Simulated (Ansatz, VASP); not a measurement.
# Ni: VASP beside Ansatz

```
CELL_PARAMETERS angstrom
1.76026 1.76026 0.00000
-1.76026 1.76026 0.00000
0.00000 0.00000 3.52053
ATOMIC_POSITIONS crystal
Ni 0.00000 0.00000 0.00000
Ni 0.50000 0.50000 0.50000
```

Alike in both runs: task single point; functional PBE; k mesh 16 × 16 × 12; occupations fermi-dirac, width 0.1 eV; collinear spin.

```csv
,VASP,Ansatz
version,VASP 6.6.1,Ansatz 0.2.0
potentials or method,"VASP PAW PBE potentials, release 64 (Ni), cutoff 520 eV","all-electron LAPW, scalar-relativistic"
```

```tsv
	VASP	Ansatz	Ansatz less VASP
pressure (GPa)	-0.1	0.0	+0.03
traceless stress, the component that is largest in VASP (GPa)	0.05	0.05	+0.003
net moment per atom (μB)	0.61	0.62	+0.013
size of the moment on the site where the two differ most (μB)	0.62	0.65	+0.025
```

Site moments also hang on the region over which each program counts them. Ansatz ran all-electron here, and VASP with PAW potentials.
